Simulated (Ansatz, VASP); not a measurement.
One calculation of CdS, two programs

The input INCAR:

```
ALGO     = Normal         # electronic algorithm
EDIFF    = 1E-6           # SCF threshold, eV
ENCUT    = 520            # plane-wave cutoff, eV
GGA      = PS             # functional
ISIF     = 2              # what is computed and relaxed
ISMEAR   = -1             # smearing method
LASPH    = T              # aspherical terms in the spheres
LCHARG   = T              # write CHGCAR
LELF     = T              # ELF
LREAL    = F              # projectors in reciprocal space
LVHAR    = T            
LWAVE    = F              # write WAVECAR
NBANDS   = 26             # bands
NELM     = 60             # most SCF steps
PREC     = Accurate       # precision mode
SIGMA    = 0.01           # smearing width, eV
```

File KPOINTS:

```
k-points
0
Gamma
  7 7 4
```

POSCAR

```
CdS
1.0
    4.2174951875      0.0000000000      0.0000000000
   -2.1087475937      3.6524579727      0.0000000000
    0.0000000000      0.0000000000      6.7490000000
Cd S
2 2
Direct
    0.3333333333      0.6666666667      0.0000000000
    0.6666666667      0.3333333333      0.5000000000
    0.3333333333      0.6666666667      0.3850000000
    0.6666666667      0.3333333333      0.8850000000
```

Input for Ansatz:

```yaml
crystal:
  lattice:
    - [4.2174951875, 0.0, 0.0]
    - [-2.1087475937, 3.6524579727, 0.0]
    - [0.0, 0.0, 6.749]
  atoms:
    - { symbol: Cd, position: [0.3333333333, 0.6666666667, 0.0] }
    - { symbol: Cd, position: [0.6666666667, 0.3333333333, 0.5] }
    - { symbol: S, position: [0.3333333333, 0.6666666667, 0.385] }
    - { symbol: S, position: [0.6666666667, 0.3333333333, 0.885] }
kpoints:
  mp_grid: { grid: [7, 7, 4] }
  band_path:
    path:
      - [0.0, 0.0, 0.0]
      - [0.5, 0.0, 0.0]
      - [0.3333333333, 0.3333333333, 0.0]
      - [0.0, 0.0, 0.0]
      - [0.0, 0.0, 0.5]
      - [0.5, 0.0, 0.5]
      - [0.3333333333, 0.3333333333, 0.5]
      - [0.0, 0.0, 0.5]
      - [0.5, 0.0, 0.5]
    npoints: 5
scf:
  occupations: { method: fermi_dirac, width: 0.01 }
hamiltonian:
  xc: pbesol
  pseudopotentials: { kind: all_electron, lapw: { basis_error: 0.001 } }
output:
  forces: true
  stress: true
  eigenvalues: true
```

Change from the starting cell: equal xx and yy strain of +2 %.

Alike in both runs: task single point; functional PBEsol; k mesh 7 × 7 × 4; occupations fermi-dirac, width 0.01 eV; no spin polarisation.

```csv
,VASP,Ansatz
version,VASP 6.6.1,Ansatz 0.2.0
potentials or method,"VASP PAW PBE potentials, release 64 (Cd, S), cutoff 520 eV","all-electron LAPW, scalar-relativistic"
```

```tsv
	VASP	Ansatz	Ansatz less VASP
gap on the k mesh at the Fermi level (eV)	0.99	0.99	0.000
pressure (GPa)	-2.4	-2.7	-0.30
rms of the force components (eV/Å)	0.071	0.070	-0.0015
```

VASP's potentials were made for PBE, not for PBEsol. Atom by atom the forces differ by 0.001 eV/Å (rms over components). Ansatz ran all-electron here, and VASP with PAW potentials.
